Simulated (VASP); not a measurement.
The system is PbS, a slab with vacuum.

```
CELL_PARAMETERS angstrom
2.94050 -2.90000 0.00000
2.94050 2.90000 0.00000
-1.08005 0.00000 11.70929
ATOMIC_POSITIONS crystal
Pb 0.77560 0.77560 0.63638
Pb 0.22440 0.22440 0.36362
S 0.26840 0.26840 0.59860
S 0.73160 0.73160 0.40140
```

Base run:

* Program: VASP 6.6.1
* Functional: BLYP
* Potentials or basis: VASP PAW PBE potentials, release 64 (Pb_d, S)
* Cutoff: 520 eV
* k mesh: 6 × 6 × 2
* Occupations: gaussian, width 0.01 eV
* Spin: no spin polarisation

Its results: band gap on the k mesh 1.18 eV; largest force 0.098 eV/Å.

Problem. The run is repeated on the same cell with these changes: functional from BLYP to r2SCAN; further incar settings from ALGO = Normal; EDIFF = 1e-06; NBANDS = 28 to ALGO = Normal; EDIFF = 1e-07; NBANDS = 28. What comes out?

Solution. Band gap on the k mesh 1.56 eV; largest force 0.554 eV/Å.

Caveats: there is no dipole correction, which matters where the two faces differ; the PAW data sets were made with another functional, which shifts forces and pressure a little; spin-orbit coupling is left out, which moves the levels of the heavy elements.

A k mesh can miss the band edges.
